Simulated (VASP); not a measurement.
# MgI2 (P1) in VASP: a series of runs

MgI2 is run at these levels: PBE; tasks: single point.

Program: VASP 6.6.1. These are calculated values, not measurements. Logs are shortened: lines on timing, memory, paths and dates and some standing lists are left out, and cuts for length are marked.

## Step 1: The cell of the first run

The typed cell holds 3 atoms: a = 4.154 Å, b = 4.154 Å, c = 6.862 Å, α = 90.00°, β = 90.00°, γ = 120.00°.

## Step 2: Single point, PBE (all Mg atoms moved +0.075 Å, as atom 1 along Cartesian [1 1 0])

INCAR

```
ALGO = Normal
EDIFF = 1E-6
ENCUT = 520
GGA = PE
ISIF = 2
ISMEAR = 0
LASPH = T
LCHARG = F
LREAL = F
LWAVE = F
NBANDS = 15
NELM = 100
PREC = Accurate
SIGMA = 0.05
```

KPOINTS

```
k-points
0
Gamma
  6 6 4
```

POSCAR

```
MgI2
1.0
    4.1537001214      0.0000000000      0.0000000000
   -2.0768500607      3.5972098248      0.0000000000
    0.0000000000      0.0000000000      6.8620000000
Mg I
1 2
Direct
    0.0201390635      0.0147428177      0.0000000000
    0.3333333333      0.6666666667      0.7576300000
    0.6666666667      0.3333333333      0.2423700000
```

Potentials or basis: VASP PAW PBE potentials, release 64 (Mg, I).

On the command line:

```bash
cat potpaw_PBE.64/Mg/POTCAR potpaw_PBE.64/I/POTCAR > POTCAR
mpirun -np 1 vasp_std > vasp.out
```

OUTCAR:

```text
EDIFF = 1E-6
   ENCUT = 520
   GGA = PE
   ISIF = 2
   ISMEAR = 0
   LASPH = T
   LREAL = F
   NELM = 100
   PREC = Accurate

 ion  position               nearest neighbor table
   1  0.020  0.015  0.000-   3 2.86   2 2.88   2 2.90   3 2.94   3 2.96   2 2.98
   2  0.333  0.667  0.758-   1 2.88   1 2.90   1 2.98
   3  0.667  0.333  0.242-   1 2.86   1 2.94   1 2.96

  LATTYP: Found a hexagonal cell.
 ALAT       =     4.1537001214
 C/A-ratio  =     1.6520210413

  Lattice vectors:

 A1 = (   4.1537001214,   0.0000000000,   0.0000000000)
 A2 = (  -2.0768500607,   3.5972098248,   0.0000000000)
 A3 = (   0.0000000000,   0.0000000000,   6.8620000000)

Analysis of symmetry for initial positions (statically):
=====================================================================
 Subroutine PRICEL returns:
 Original cell was already a primitive cell.

 Routine SETGRP: Setting up the symmetry group for a
 hexagonal supercell.

 Subroutine GETGRP returns: Found  1 space group operations
 (whereof  1 operations were pure point group operations)
 out of a pool of 24 trial point group operations.

The static configuration has the point symmetry C_1 .

Analysis of symmetry for dynamics (positions and initial velocities):
=====================================================================
 Subroutine PRICEL returns:
 Original cell was already a primitive cell.

 Routine SETGRP: Setting up the symmetry group for a
 hexagonal supercell.

 Subroutine GETGRP returns: Found  1 space group operations
 (whereof  1 operations were pure point group operations)
 out of a pool of 24 trial point group operations.

The dynamic configuration has the point symmetry C_1 .

 Subroutine INISYM returns: Found  1 space group operations
 (whereof  1 operations are pure point group operations),
 and found     1 'primitive' translations

----------------------------------------------------------------------------------------

                                     Primitive cell

  volume of cell :     102.5302

  direct lattice vectors                    reciprocal lattice vectors
     4.153700121  0.000000000  0.000000000     0.240749205  0.138996618  0.000000000
    -2.076850061  3.597209825  0.000000000     0.000000000  0.277993236  0.000000000
     0.000000000  0.000000000  6.862000000     0.000000000  0.000000000  0.145730108

  length of vectors
     4.153700121  4.153700121  6.862000000     0.277993236  0.277993236  0.145730108

  position of ions in fractional coordinates (direct lattice)
     0.020139063  0.014742818  0.000000000
     0.333333333  0.666666667  0.757630000
     0.666666667  0.333333333  0.242370000

  ion indices of the primitive-cell ions
   primitive index   ion index
                 1           1
                 2           2
                 3           3

----------------------------------------------------------------------------------------

 KPOINTS: k-points

Automatic generation of k-mesh.
 Grid dimensions read from file:
 generate k-points for:    6    6    4

 Generating k-lattice:

  Cartesian coordinates                     Fractional coordinates (reciprocal lattice)
     0.040124867  0.023166103  0.000000000     0.166666667 -0.000000000  0.000000000
     0.000000000  0.046332206  0.000000000     0.000000000  0.166666667  0.000000000
     0.000000000  0.000000000  0.036432527     0.000000000  0.000000000  0.250000000

  Length of vectors
     0.046332206  0.046332206  0.036432527

  Shift w.r.t. Gamma in fractional coordinates (k-lattice)
     0.000000000  0.000000000  0.000000000

 Subroutine IBZKPT returns following result:
 ===========================================

 Found     76 irreducible k-points:

 Following reciprocal coordinates:
            Coordinates               Weight
  0.000000  0.000000  0.000000      1.000000
  0.166667  0.000000  0.000000      2.000000
  0.000000  0.166667  0.000000      2.000000
 -0.166667  0.166667  0.000000      2.000000
  0.333333  0.000000  0.000000      2.000000
  0.000000  0.333333  0.000000      2.000000
[... 16 lines left out ...]
  0.000000  0.166667  0.250000      2.000000
 -0.166667  0.166667  0.250000      2.000000
 [... further k-points ...]
   k-points           NKPTS =     76   k-points in BZ     NKDIM =     76   number of bands    NBANDS=     15
   number of dos      NEDOS =    301   number of ions     NIONS =      3
   total plane-waves  NPLWV =  55296
   dimension x,y,z NGX =    32 NGY =   32 NGZ =   54
   dimension x,y,z NGXF=    64 NGYF=   64 NGZF=  108
   ions per type =               1   2
   NGX,Y,Z   is equivalent  to a cutoff of  12.81, 12.81, 13.08 a.u.
   NGXF,Y,Z  is equivalent  to a cutoff of  25.62, 25.62, 26.17 a.u.
 SYSTEM =  unknown system
   PREC   = accura    normal or accurate (medium, high low for compatibility)
   ISTART =      0    job   : 0-new  1-cont  2-samecut
   ICHARG =      2    charge: 1-file 2-atom 10-const
   ISPIN  =      1    spin polarized calculation?
   LNONCOLLINEAR =      F non collinear calculations
   LSORBIT =      F    spin-orbit coupling
   LASPH  =      T    aspherical Exc in radial PAW
   ENCUT  =  520.0 eV  38.22 Ry    6.18 a.u.   7.72  7.72 12.76*2*pi/ulx,y,z
   NELM   =    100;   NELMIN=  2; NELMDL= -5     # of ELM steps
   EDIFF  = 0.1E-05   stopping-criterion for ELM
   LREAL  =      F    real-space projection
   EDIFFG = 0.1E-04   stopping-criterion for IOM
   NSW    =      0    number of steps for IOM
   IBRION =     -1    ionic relax: 0-MD 1-quasi-New 2-CG
   NFREE  =      0    steps in history (QN), initial steepest desc. (CG)
   ISIF   =      2    stress and relaxation
   ISYM   =      2    0-nonsym 1-usesym 2-fastsym
   POTIM  = 0.5000    time-step for ionic-motion
   TEBEG  =    0.0;   TEEND  =   0.0 temperature during run
   PSTRESS=    0.0 pullay stress
   NELECT =      16.0000    total number of electrons
   NUPDOWN=      -1.0000    fix difference up-down
   EMIN   =  10.00;   EMAX   =-10.00  energy-range for DOS
   EFERMI =   0.00;   METHOD = LEGACY
   ISMEAR =     0;   SIGMA  =   0.05  broadening in eV -4-tet -1-fermi 0-gaus
   EFERMI_NEDOS =   21; number of points for ismear=-14 and -15
   IALGO  =     38    algorithm
   IMIX   =      4    mixing-type and parameters
     AMIX     =   0.40;   BMIX     =  1.00
     AMIX_MAG =   1.60;   BMIX_MAG =  1.00
  volume/ion in A,a.u.               =      34.18       230.64
  Fermi-wavevector in a.u.,A,eV,Ry     =   0.881382  1.665571 10.569477  0.776835
  Thomas-Fermi vector in A             =   2.001871
   LORBIT       =      0    0 simple, 1 ext, 2 COOP (PROOUT), +10 PAW based schemes
   GGA     = PE    functional components
   LHFCALC =     F    Hartree Fock is set to
   AEXX    =    0.0000 exact exchange contribution
   IVDW    =     0    specifies the selected vdW correction
   LEPSILON=     F    determine dielectric tensor
   LRPA    =     F    only Hartree local field effects (RPA)
 non-spin polarized calculation
 Gauss-broadening in eV      SIGMA  =   0.05
  energy-cutoff  :      520.00
  volume of cell :      102.53
 maximum number of plane-waves:      2798
   NGX = 15   NGY = 15   NGZ = 25

 number of electron      16.0000001 magnetization

 Free energy of the ion-electron system (eV)
  ---------------------------------------------------
  ext. energy  EPLUGINS =         0.00000000
  ---------------------------------------------------
  free energy    TOTEN  =        -7.68844161 eV

  energy without entropy =       -7.68844161  energy(sigma->0) =       -7.68844161

 E-fermi :   2.5628     XC(G=0):  -8.2132

 val. band max:        2.3271372251   @ k =   0.0000   0.0000   0.0000
 cond. band min:       5.8320909245   @ k =   0.5000   0.5000   0.2500
 fundamental gap:      3.5049536995
 Fermi energy:         2.5627919255

 k-point     1 :       0.0000    0.0000    0.0000
  band No.  band energies     occupation
      1      -9.7697      2.00000
      2      -9.0532      2.00000
      3      -1.2276      2.00000
      4       1.8433      2.00000
      5       1.8444      2.00000
      6       2.2379      2.00000
      7       2.2391      2.00000
      8       2.3271      2.00000
      9       6.0128      0.00000
     10       7.0736      0.00000
     11       8.9969      0.00000
     12       9.0027      0.00000
     13       9.7919      0.00000
     14      10.4561      0.00000
     15      10.4618      0.00000

 k-point     2 :       0.1667    0.0000    0.0000
  band No.  band energies     occupation
      1      -9.6284      2.00000
      2      -8.9822      2.00000
      3      -1.0344      2.00000
      4       0.8594      2.00000
      5       1.3847      2.00000
      6       1.5366      2.00000
      7       2.1809      2.00000
      8       2.2247      2.00000
      9       6.8822      0.00000
     10       7.7052      0.00000
     11       8.5117      0.00000
     12       9.3640      0.00000
     13       9.5155      0.00000
     14      10.3136      0.00000
     15      10.8419      0.00000

 k-point     3 :       0.0000    0.1667    0.0000
  band No.  band energies     occupation
      1      -9.6283      2.00000
      2      -8.9822      2.00000
      3      -1.0344      2.00000
      4       0.8593      2.00000
      5       1.3813      2.00000
      6       1.5396      2.00000
      7       2.1785      2.00000
      8       2.2278      2.00000
      9       6.8819      0.00000
     10       7.7066      0.00000
     11       8.5085      0.00000
     12       9.3642      0.00000
     13       9.5188      0.00000
     14      10.3121      0.00000
     15      10.8412      0.00000

 k-point     4 :      -0.1667    0.1667    0.0000
  band No.  band energies     occupation
      1      -9.6283      2.00000
      2      -8.9822      2.00000
      3      -1.0344      2.00000
      4       0.8591      2.00000
      5       1.3780      2.00000
      6       1.5424      2.00000
      7       2.1763      2.00000
      8       2.2306      2.00000
      9       6.8817      0.00000
     10       7.7079      0.00000
     11       8.5052      0.00000
     12       9.3642      0.00000
     13       9.5223      0.00000
     14      10.3107      0.00000
     15      10.8405      0.00000
[... 307 lines left out ...]
 k-point    22 :       0.1667    0.0000    0.2500
  band No.  band energies     occupation
      1      -9.5699      2.00000
      2      -9.0592      2.00000
      3      -0.7999      2.00000
      4       0.9746      2.00000
      5       1.1570      2.00000
      6       1.5975      2.00000
      7       1.9340      2.00000
      8       2.1036      2.00000
      9       6.8650      0.00000
     10       7.9666      0.00000
     11       8.8333      0.00000
     12       9.2886      0.00000
     13       9.4864      0.00000
     14      10.0464      0.00000
     15      10.6227      0.00000

 k-point    23 :       0.0000    0.1667    0.2500
  band No.  band energies     occupation
      1      -9.5694      2.00000
      2      -9.0599      2.00000
      3      -0.7721      2.00000
      4       0.7676      2.00000
      5       1.3266      2.00000
      6       1.5895      2.00000
      7       1.9428      2.00000
      8       2.1207      2.00000
      9       7.0840      0.00000
     10       7.7879      0.00000
     11       8.5470      0.00000
     12       9.2246      0.00000
     13       9.3936      0.00000
     14      10.1058      0.00000
     15      10.9858      0.00000

 k-point    24 :      -0.1667    0.1667    0.2500
  band No.  band energies     occupation
      1      -9.5699      2.00000
      2      -9.0592      2.00000
      3      -0.8008      2.00000
      4       0.9836      2.00000
      5       1.1467      2.00000
      6       1.6005      2.00000
      7       1.9276      2.00000
      8       2.1094      2.00000
      9       6.8652      0.00000
     10       7.9705      0.00000
     11       8.8249      0.00000
     12       9.2672      0.00000
     13       9.5124      0.00000
     14      10.0439      0.00000
     15      10.6265      0.00000

 [... further k-points ...]

------------------------ aborting loop because EDIFF is reached ----------------------------------------

  FORCE on cell =-STRESS in cart. coord.  units (eV):
  Direction    XX          YY          ZZ          XY          YZ          ZX
  --------------------------------------------------------------------------------------
  -------------------------------------------------------------------------------------
  Total        0.7500506      0.7499421      0.9276908      0.0129936      0.0000168      0.0351670
  in kB       11.7205920     11.7188961     14.4964687      0.2030426      0.0002625      0.5495338
  external PRESSURE =      12.6453190 kB  Pullay stress =       0.0000000 kB

 VOLUME and BASIS-vectors are now :
 -----------------------------------------------------------------------------
  energy-cutoff  :      520.00
  volume of cell :      102.53
      direct lattice vectors                 reciprocal lattice vectors
     4.153700121  0.000000000  0.000000000     0.240749205  0.138996618  0.000000000
    -2.076850061  3.597209825  0.000000000     0.000000000  0.277993236  0.000000000
     0.000000000  0.000000000  6.862000000     0.000000000  0.000000000  0.145730108

 POSITION                                       TOTAL-FORCE (eV/Angst)
 -----------------------------------------------------------------------------------
      0.05303      0.05303      0.00000        -0.133923     -0.133920     -0.001149
     -0.00000      2.39814      5.19886         0.056405      0.066956     -0.040659
      2.07685      1.19907      1.66314         0.077518      0.066964      0.041808
 -----------------------------------------------------------------------------------
    total drift:                               -0.000029     -0.000030      0.000004

  FREE ENERGIE OF THE ION-ELECTRON SYSTEM (eV)
  ---------------------------------------------------
  free  energy   TOTEN  =        -7.6884416053 eV

  energy  without entropy=       -7.6884416053  energy(sigma->0) =       -7.68844161
```

Run time: 57 s. Hardware: 1 thread of Intel Xeon 6975P-C (Granite Rapids), shared host; peak memory 0.3 GiB.

Results:

```yaml
Free_energy: -7.6884 eV
Pressure: 1.3 GPa
Largest_force: 0.189 eV/Å
Band_gap_on_the_k_mesh: 3.50 eV, indirect (least direct gap 3.69 eV)
```

Forces on the atoms (eV/Å):
```
Mg  -0.134 -0.134 -0.001
I    0.056  0.067 -0.041
I    0.078  0.067  0.042
```

Stress tensor (GPa, compression positive):
```
1.17 0.02 0.05
0.02 1.17 0.00
0.05 0.00 1.45
```

Caveat: the cell differs from its parent crystal (all Mg atoms moved +0.075 Å, as atom 1 along Cartesian [1 1 0]); spin-orbit coupling is left out, which moves the levels of the heavy elements.

(Continued in part 2 of 2.)
